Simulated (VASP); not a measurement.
# Na: relaxation of cell and atoms with PBE

The system is Na.

```
Na
1.0
     0.00000    3.21951    3.21951
     3.21951    0.00000    3.21951
     3.21951    3.21951    0.00000
Na
2
Direct
  0.00000 0.00000 0.00000
  0.25000 0.25000 0.25000
```

| Quantity | Value |
| --- | --- |
| Program | VASP 6.6.1 |
| Task | relaxation of cell and atoms |
| Functional | PBE |
| Potentials or basis | VASP PAW PBE potentials, release 64 (Na_pv) |
| Cutoff | 600 eV |
| k mesh | 10 × 10 × 10 |
| Occupations | fermi-dirac, width 0.03 eV |
| Spin | no spin polarisation |
| Dipole correction | no |
| Further INCAR settings | ALGO = Normal; EDIFF = 1e-06; IBRION = 2; EDIFFG = -0.005; NSW = 100; ISIF = 3 |

```yaml
Relaxed_volume: 52.76 Å³/atom
Relaxed_cell: a = 5.304 Å, b = 5.304 Å, c = 5.304 Å, α = 60.00°, β = 60.00°, γ = 60.00°
Space_group_after_relaxing_to_0.05_Å: Fd-3m (No. 227)
Energy_gained_by_relaxing: 148.4 meV/atom
Ionic_steps: 20
Pressure_after_relaxing: 0.0 GPa
Band_gap_on_the_k_mesh: zero (band 7 reaches -0.17 eV, above the bottom of band 8 at -0.86 eV)
```

The path:
| step | energy change (eV) | largest force (eV/Å) | pressure (GPa) | volume (Å³) |
| --- | --- | --- | --- | --- |
| 1 | 0.0000 | 0.0000 | 3.32 | 66.74 |
| 2 | -0.1196 | 0.0000 | 2.30 | 73.65 |
| 3 | -0.2878 | 0.0000 | 0.34 | 97.21 |
| 4 | -0.2962 | 0.0000 | 0.12 | 103.48 |
| 5 | -0.2965 | 0.0000 | -0.04 | 107.82 |
| 6 | -0.2968 | 0.0000 | -0.02 | 106.61 |
| 7 | -0.2968 | 0.0000 | 0.02 | 105.49 |
| 8 | -0.2968 | 0.0000 | 0.02 | 105.49 |
| 9 | -0.2968 | 0.0000 | 0.02 | 105.49 |
| 10 | -0.2968 | 0.0000 | 0.02 | 105.49 |
| 11 | -0.2968 | 0.0000 | 0.02 | 105.49 |
| 12 | -0.2968 | 0.0000 | 0.02 | 105.49 |
| 13 | -0.2968 | 0.0000 | 0.02 | 105.49 |
| 14 | -0.2968 | 0.0000 | 0.02 | 105.49 |
| 15 | -0.2968 | 0.0000 | 0.02 | 105.49 |
| 16 | -0.2968 | 0.0000 | 0.02 | 105.50 |
| 17 | -0.2968 | 0.0000 | 0.02 | 105.50 |
| 18 | -0.2968 | 0.0000 | 0.02 | 105.50 |
| 19 | -0.2968 | 0.0000 | 0.03 | 105.51 |
| 20 | -0.2968 | 0.0000 | 0.00 | 105.53 |

Final structure:
```xyz
2
Lattice="0.0000 3.7507 3.7507 3.7507 0.0000 3.7507 3.7507 3.7507 0.0000" Properties=species:S:1:pos:R:3 pbc="T T T"
Na    0.0000    0.0000    0.0000
Na    1.8754    1.8754    1.8754
```

Levels at points of the mesh, in eV from the Fermi level:
```tsv
k point	band 4	band 5	band 6	band 7	band 8	band 9	band 10	band 11
(0.00, 0.00, 0.00)	-25.39	-25.39	-25.39	-2.61	4.67	4.67	4.67	4.98
(0.50, 0.00, 0.00)	-25.39	-25.38	-25.38	-0.83	-0.33	3.93	3.93	4.66
(0.50, 0.50, 0.00)	-25.41	-25.38	-25.38	0.04	0.04	2.43	2.43	3.06
```

Wall time 74 s on 1 thread of Intel(R) Xeon(R) 6975P-C (Granite Rapids), with other jobs on the host, peak memory 0.2 GiB.

Caveat: the volume moved by over 15 % at a fixed basis, so the end points are rough.
